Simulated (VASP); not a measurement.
The system is MgO.

```
CELL_PARAMETERS angstrom
3.64161 0.00000 0.00000
0.00000 3.64161 0.00000
0.00000 0.00000 2.41367
ATOMIC_POSITIONS crystal
Mg 0.50000 0.50000 0.00000
O 0.00000 0.00000 0.00000
```

| Property | Result |
| --- | --- |
| Program | VASP 6.6.1 |
| Task | relaxation of cell and atoms |
| Functional | PBE |
| Potentials or basis | VASP PAW PBE potentials, release 64 (Mg, O) |
| Cutoff | 600 eV |
| k mesh | 6 × 6 × 8 |
| Occupations | gaussian, width 0.1 eV |
| Spin | no spin polarisation |

At the start: pressure -10.3 GPa; volume 16.00 Å³/atom.

**Question.** How do energy, volume and symmetry change on relaxing?

**Answer.** Over 12 steps the energy falls by 2105.5 meV/atom and the volume is 13.34 Å³/atom (-16.7 %); space group P4/mmm (No. 123, to 0.05 Å).

Step by step:
```csv
step,energy change (eV),largest force (eV/Å),pressure (GPa),volume (Å³)
1,0.0000,0.0000,-10.31,32.01
2,-3.3610,0.0000,-12.18,26.45
3,107.8058,0.0000,2665.08,8.61
4,-3.5813,0.0000,-10.00,25.89
5,-3.9522,0.0000,23.80,22.36
6,-4.0671,0.0000,8.06,23.52
7,-4.0661,0.0000,10.76,23.29
8,-4.1914,0.0000,-0.30,26.06
9,-4.1951,0.0000,-2.86,26.88
10,-4.2023,0.0000,0.74,27.03
11,-4.2105,0.0000,-0.81,26.97
12,-4.2110,0.0000,0.23,26.68
```

Final structure:
```
Mg O
1.0
     2.81515    0.00000    0.00000
     0.00000    2.81515    0.00000
     0.00000    0.00000    3.36626
Mg O
1 1
Direct
  0.50000 0.50000 0.00000
  0.00000 0.00000 0.00000
```

Caveat: the volume moved by over 15 % at a fixed basis, so the end points are rough.
